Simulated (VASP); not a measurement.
Zr, 2 atoms in the cell. Symmetry: R-3m, No. 166, trigonal system. Conventional cell: a = 4.038 Å, b = 4.038 Å, c = 10.545 Å, α = 90.00°, β = 90.00°, γ = 120.00°. Within 3.6 Å of Zr (site symmetry 3m) lie 6 Zr at 2.73 to 3.14 Å. 

- Program: VASP 6.6.1
- Task: relaxation of cell and atoms
- Functional: PBE
- Potentials or basis: VASP PAW PBE potentials, release 64 (Zr_sv)
- Cutoff: 600 eV
- k mesh: 6 × 6 × 6
- Occupations: gaussian, width 0.1 eV
- Spin: no spin polarisation
- Dipole correction: no
- Further INCAR settings: ALGO = Normal; EDIFF = 1e-06; IBRION = 2; EDIFFG = -0.04; NSW = 90; ISIF = 3

Potentials or basis: VASP PAW PBE potentials, release 64 (Zr_sv).

Launch:

```console
$ cat potpaw_PBE.64/Zr_sv/POTCAR > POTCAR
$ mpirun -np 1 vasp_std > vasp.out
```

Hardware: 1 thread of Intel(R) Xeon(R) Platinum 8259CL CPU @ 2.50GHz (Skylake/Cascade Lake) (shared host).

Q: Estimate the wall time of this run.

A: Run time: 8.3 min on 1 thread of Intel(R) Xeon(R) Platinum 8259CL CPU @ 2.50GHz (Skylake/Cascade Lake) (shared host), peak memory 0.24 GiB. Counts: scf iterations 234, k points 32, ion steps 30.
